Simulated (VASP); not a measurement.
Set up this calculation in VASP 6.6.1, as the native input.

* Task: single point
* Functional: PBE
* Potentials or basis: VASP PAW PBE potentials, release 64 (Zr_sv, Nb_sv, N)
* Cutoff: 520 eV
* k mesh: 12 × 12 × 4
* Occupations: gaussian, width 0.1 eV
* Spin: no spin polarisation
* Dipole correction: no
* Further INCAR settings: ALGO = Normal; EDIFF = 1e-06; NBANDS = 36

The structure of ZrNb3N lies in POSCAR:

```
ZrNb3N
1.0
    3.0257992702      0.0000000000      0.0000000000
    0.0000000000      3.1328219771      0.0000000000
    0.0000000000      0.0000000000      8.7836448952
Zr Nb N
1 3 1
Direct
    0.0000000000      0.0000000000      0.5000000000
    0.5000000000      0.5000000000      0.7552878362
    0.5000000000      0.5000000000      0.2447121638
    0.0000000000      0.0000000000      0.0000000000
    0.5000000000      0.5000000000      0.0000000000
```

The input as run:

INCAR

```
SYSTEM = ZrNb3N
PREC = Accurate
ENCUT = 520
EDIFF = 1E-6
ISMEAR = 0
SIGMA = 0.1
LREAL = .FALSE.
LASPH = .TRUE.
NELM = 60
ALGO = Normal
ISIF = 2
LWAVE = .FALSE.
LCHARG = .FALSE.
GGA = PE
NBANDS = 36
```

KPOINTS

```
regular mesh
0
G
  12 12 4
  0 0 0
```

Potentials or basis: VASP PAW PBE potentials, release 64 (Zr_sv, Nb_sv, N).

Run with:

```bash
$ cat potpaw_PBE.64/Zr_sv/POTCAR potpaw_PBE.64/Nb_sv/POTCAR potpaw_PBE.64/N/POTCAR > POTCAR
$ mpirun -np 1 vasp_std > vasp.out
```

Results of the run:

```json
{
 "Pressure": "-0.3 GPa",
 "Largest force": "0.012 eV/Å",
 "Band gap on the k mesh": "zero (band 28 reaches 11.76 eV, above the bottom of band 29 at 10.42 eV)"
}
```

Run time: 4.7 min on 1 thread of AMD EPYC 9R45 96-Core Processor (Zen 5), on a shared host, peak memory 0.44 GiB.
